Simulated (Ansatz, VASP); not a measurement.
**Be: VASP beside Ansatz**

File INCAR:

```
ALGO = Normal
EDIFF = 1E-6
ENCUT = 520
GGA = PS
ISIF = 2
ISMEAR = -1
LASPH = T
LCHARG = F
LREAL = F
LWAVE = F
NBANDS = 7
NELM = 60
PREC = Accurate
SIGMA = 0.03
```

The input KPOINTS:

```
k-points
0
Gamma
  23 23 23
```

POSCAR

```
Be
1.0
   -1.2531209513      1.2531209513      1.2155273228
    1.2531209513     -1.2531209513      1.2155273228
    1.2531209513      1.2531209513     -1.2155273228
Be
1
Direct
    0.0000000000      0.0000000000      0.0000000000
```

Input for Ansatz:

```yaml
crystal:
  lattice:
    - [-1.2531209513, 1.2531209513, 1.2155273228]
    - [1.2531209513, -1.2531209513, 1.2155273228]
    - [1.2531209513, 1.2531209513, -1.2155273228]
  atoms:
    - { symbol: Be, position: [0.0, 0.0, 0.0] }
kpoints:
  mp_grid: { grid: [23, 23, 23] }
  band_path:
    path:
      - [0.0, 0.0, 0.0]
      - [0.0, 0.0, 0.5]
      - [-0.5, 0.5, 0.5]
      - [0.0, 0.0, 0.0]
      - [0.485225, 0.485225, -0.485225]
      - [-0.485225, 0.514775, 0.485225]
      - [-0.5, 0.5, 0.5]
      - [0.0, 0.0, 0.5]
      - [0.25, 0.25, 0.25]
    npoints: 5
scf:
  occupations: { method: fermi_dirac, width: 0.03 }
hamiltonian:
  xc: pbesol
  pseudopotentials: { kind: all_electron, lapw: { basis_error: 0.00025 } }
output:
  forces: true
  stress: true
  eigenvalues: true
```

Change from the starting cell: zz strain of -3 %.

Alike in both runs: task single point; functional PBEsol; k mesh 23 × 23 × 23; occupations fermi-dirac, width 0.03 eV; no spin polarisation.

```csv
,VASP,Ansatz
version,VASP 6.6.1,Ansatz 0.2.0
potentials or method,"VASP PAW PBE potentials, release 64 (Be), cutoff 520 eV","all-electron LAPW, scalar-relativistic"
```

VASP gave:

- pressure (GPa): 2.3
- traceless stress, the component that is largest in VASP (GPa): 1.08

Task: Which values does Ansatz return?

Result: Pressure (GPa): 1.8; traceless stress, the component that is largest in VASP (GPa): 1.07.

VASP's potentials were made for PBE, not for PBEsol. Ansatz ran all-electron here, and VASP with PAW potentials.
